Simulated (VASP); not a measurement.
The system is Ru.

```
CELL_PARAMETERS angstrom
2.70580 0.00000 0.00000
-1.35290 2.34329 0.00000
0.00000 0.00000 4.28190
ATOMIC_POSITIONS crystal
Ru 0.33333 0.66667 0.25000
Ru 0.66667 0.33333 0.75000
```

Base run:

```yaml
Program: VASP 6.6.1
Functional: PBEsol
Potentials_or_basis: VASP PAW PBE potentials, release 64 (Ru_pv)
Cutoff: 520 eV
k_mesh: 9 × 9 × 5
Occupations: fermi-dirac, width 0.05 eV
Spin: no spin polarisation
```

Its results: band gap on the k mesh zero (band 14 reaches 14.16 eV, above the bottom of band 15 at 11.11 eV); pressure -6.6 GPa.

Problem. The run is repeated on the same cell with these changes: k mesh from 9 × 9 × 5 to 3 × 3 × 2. What comes out?

Solution. Band gap on the k mesh zero (band 14 reaches 13.71 eV, above the bottom of band 15 at 11.30 eV); pressure 2.4 GPa.

Caveats: some runs use coarse meshes; the PAW data sets were made with another functional, which shifts forces and pressure a little.
